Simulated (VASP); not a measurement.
Set up this calculation in VASP 6.6.1, as the native input.

```
Task                   : single point
Functional             : r2SCAN
Potentials or basis    : VASP PAW PBE potentials, release 64 (Ag, Br)
Cutoff                 : 550 eV
k mesh                 : 8 × 8 × 8
Occupations            : gaussian, width 0.01 eV
Spin                   : no spin polarisation
Dipole correction      : no
Further INCAR settings : ALGO = Normal; EDIFF = 1e-06; NBANDS = 16
```

AgBr:

```
CELL_PARAMETERS angstrom
2.94127 2.94127 0.00000
-2.94127 2.94127 0.00000
0.00000 2.94127 2.94127
ATOMIC_POSITIONS crystal
Ag 0.00000 0.00000 0.00000
Br 0.50000 0.50000 0.00000
```

These files were run (other wordings do the same):

POSCAR

```
AgBr
1.0
    2.9412737835      2.9412737835      0.0000000000
   -2.9412737835      2.9412737835      0.0000000000
    0.0000000000      2.9412737835      2.9412737835
Ag Br
1 1
Direct
    0.0000000000      0.0000000000      0.0000000000
    0.5000000000      0.5000000000      0.0000000000
```

INCAR.step1

```
SYSTEM = AgBr
  PREC = Accurate
  ENCUT = 550
  ISMEAR = 0
  SIGMA = 0.01
  LREAL = .FALSE.
  LASPH = .TRUE.
  NELM = 120
  NBANDS = 16
  GGA = PE
  ALGO = Normal
  EDIFF = 1E-5
  LWAVE = .TRUE.
  LCHARG = .FALSE.
  GGA_COMPAT = .FALSE.
```

INCAR.step2

```
SYSTEM = AgBr
  PREC = Accurate
  ENCUT = 550
  EDIFF = 1E-6
  ISMEAR = 0
  SIGMA = 0.01
  LREAL = .FALSE.
  LASPH = .TRUE.
  NELM = 120
  ALGO = Normal
  ISIF = 2
  LWAVE = .FALSE.
  LCHARG = .FALSE.
  METAGGA = R2SCAN
  LMIXTAU = .TRUE.
  NBANDS = 16
  ISTART = 1
  GGA_COMPAT = .FALSE.
```

KPOINTS

```
Automatic mesh
0
G
  8 8 8
  0 0 0
```

Potentials or basis: VASP PAW PBE potentials, release 64 (Ag, Br).

Run with:

```console
$ cat potpaw_PBE.64/Ag/POTCAR potpaw_PBE.64/Br/POTCAR > POTCAR
$ cp INCAR.step1 INCAR
$ mpirun -np 1 vasp_std > vasp.out
$ cp INCAR.step2 INCAR
$ mpirun -np 1 vasp_std > vasp.out
```

It gave:

```json
{
 "Pressure": "-2.1 GPa",
 "Band gap on the k mesh": "1.25 eV, indirect (least direct gap 3.01 eV)"
}
```

Caveat: the PAW data sets were made with another functional, which shifts forces and pressure a little.

It took 44 s on 1 thread of AMD EPYC 9R45 96-Core Processor (Zen 5) (shared host), peak memory 0.17 GiB.
